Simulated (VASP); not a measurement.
The system is Ti6C.

```xyz
7
Lattice="0.0000 3.7211 3.7211 3.7211 0.0000 3.7211 3.7211 3.7211 0.0000" Properties=species:S:1:pos:R:3 pbc="T T T"
Ti    1.8605    1.8605    3.7211
Ti    1.8605    3.7211    1.8605
Ti    1.8605    1.8605    0.0000
Ti    1.8605    0.0000    1.8605
Ti    3.7211    1.8605    1.8605
Ti    0.0000    1.8605    1.8605
C     0.0000    0.0000    0.0000
```

The cell was generated, and may not be a known phase.

| Item | Value |
| --- | --- |
| Program | VASP 6.6.1 |
| Task | relaxation of cell and atoms |
| Functional | PBE |
| Potentials or basis | VASP PAW PBE potentials, release 64 (Ti_sv, C) |
| Cutoff | 600 eV |
| k mesh | 4 × 4 × 4 |
| Occupations | gaussian, width 0.1 eV |
| Spin | no spin polarisation |

At the start: pressure 5.1 GPa; volume 14.72 Å³/atom.

**Question.** Where does the relaxation end?

**Answer.** Over 3 steps the energy falls by 10.2 meV/atom and the volume is 15.38 Å³/atom (+4.5 %); space group Fm-3m (No. 225, to 0.1 Å) before and after.

The path:
```csv
step,energy change (eV),largest force (eV/Å),pressure (GPa),volume (Å³)
1,0.0000,0.0000,5.10,103.05
2,-0.0525,0.0000,-2.34,110.19
3,-0.0714,0.0000,-0.02,107.68
```

Final structure:
```xyz
7
Lattice="0.0000 3.7761 3.7761 3.7761 0.0000 3.7761 3.7761 3.7761 0.0000" Properties=species:S:1:pos:R:3 pbc="T T T"
Ti    1.8880    1.8880    3.7761
Ti    1.8880    3.7761    1.8880
Ti    1.8880    1.8880    0.0000
Ti    1.8880    0.0000    1.8880
Ti    3.7761    1.8880    1.8880
Ti    0.0000    1.8880    1.8880
C     0.0000    0.0000    0.0000
```

Caveat: the k points lie up to 0.36 Å⁻¹ apart in the final cell.
